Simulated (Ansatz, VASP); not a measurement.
Ge in VASP and in Ansatz

INCAR

```
PREC = Accurate
ENCUT = 520
EDIFF = 1E-6
ISMEAR = -1
SIGMA = 0.05
LREAL = F
LASPH = T
NELM = 60
ALGO = Normal
ISIF = 2
LWAVE = F
LCHARG = F
GGA = PE
NBANDS = 36
```

KPOINTS

```
Automatic mesh
0
Gamma
  8 8 3
```

Contents of POSCAR:

```
Ge
1.0
    4.0772291900      0.0000000000      0.0000000000
   -2.0386145949      3.5309840555      0.0000000000
    0.0000000000      0.0000000000     11.0661648237
Ge
4
Direct
    0.6666666667      0.3333333333      0.4148480000
    0.3333333333      0.6666666667      0.9148480000
    0.0000000000      0.0000000000      0.4774520000
    0.0000000000      0.0000000000      0.9774520000
```

The input input.yaml:

```yaml
crystal:
  lattice:
    - [4.07722919, 0.0, 0.0]
    - [-2.0386145949, 3.5309840555, 0.0]
    - [0.0, 0.0, 11.0661648237]
  atoms:
    - { symbol: Ge, position: [0.6666666667, 0.3333333333, 0.414848] }
    - { symbol: Ge, position: [0.3333333333, 0.6666666667, 0.914848] }
    - { symbol: Ge, position: [0.0, 0.0, 0.477452] }
    - { symbol: Ge, position: [0.0, 0.0, 0.977452] }
hamiltonian:
  xc: pbe
  pseudopotentials: { kind: paw }
kpoints:
  mp_grid: { grid: [8, 8, 3] }
scf:
  occupations: { method: fermi_dirac, width: 0.05 }
output:
  forces: true
  stress: true
  eigenvalues: true
```

Alike in both runs: task single point; functional PBE; k mesh 8 × 8 × 3; occupations fermi-dirac, width 0.05 eV; no spin polarisation.

|  | VASP | Ansatz |
| --- | --- | --- |
| version | VASP 6.6.1 | Ansatz 0.2.0 |
| potentials or method | VASP PAW PBE potentials, release 64 (Ge_d) | Ansatz PAW |
| plane-wave cutoff (eV) | 520 | 420 |
| valence electrons in the cell | 56 | 56 |

|  | VASP | Ansatz | Ansatz less VASP |
| --- | --- | --- | --- |
| gap on the k mesh at the Fermi level (eV) | 0.58 | 0.59 | +0.009 |
| least direct gap on the mesh (eV) | 0.67 | 0.67 | 0.000 |
| pressure (GPa) | -0.8 | -0.8 | +0.05 |
| traceless stress, the component that is largest in VASP (GPa) | 0.49 | 0.47 | -0.013 |
| rms of the force components (eV/Å) | 0.041 | 0.043 | +0.0023 |

Atom by atom the forces differ by 0.002 eV/Å (rms over components). The functional is the same, so the differences come from potentials, cutoffs and numerics.

Noted on Ansatz's run: odd divisions of the mesh miss points on the zone boundary, where band edges often lie, so the gap on the mesh can be too wide.
